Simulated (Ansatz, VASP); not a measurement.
# Two plane-wave programs on Si5Ge

```
Si Ge
1.0
     3.89863    0.00000    0.00000
    -1.94932    3.37632    0.00000
     0.00000    0.00000   19.09221
Si Ge
10 2
Cartesian
  0.0000 2.2509 14.6570
  1.9493 1.1254 13.8792
  0.0000 0.0000 10.7310
  1.9493 1.1254 11.5091
  0.0000 0.0000 8.3612
  0.0000 2.2509 7.5831
  1.9493 1.1254 4.4352
  0.0000 2.2509 5.2130
  1.9493 1.1254 2.0704
  0.0000 2.2509 17.0219
  0.0000 0.0000 1.2421
  0.0000 0.0000 17.8501
```

Alike in both runs: functional PBE; k mesh 12 × 12 × 2; occupations gaussian, width 0.02 eV; no spin polarisation.

Ansatz relaxed the structure, and its values are those at the end. VASP's run is a single point on that final structure, the one shown.

|  | VASP | Ansatz |
| --- | --- | --- |
| version | VASP 6.6.1 | Ansatz 0.2.0 |
| potentials or method | VASP PAW PBE potentials, release 64 (Si, Ge_d), cutoff 520 eV | scalar-relativistic, plane waves, PAW |
| valence electrons in the cell | 68 | 68 |

|  | VASP | Ansatz | Ansatz less VASP |
| --- | --- | --- | --- |
| gap on the k mesh at the Fermi level (eV) | 0.55 | 0.54 | -0.002 |
| least direct gap on the mesh (eV) | 1.15 | 1.15 | -0.004 |
| pressure (GPa) | -0.1 | 0.0 | +0.08 |
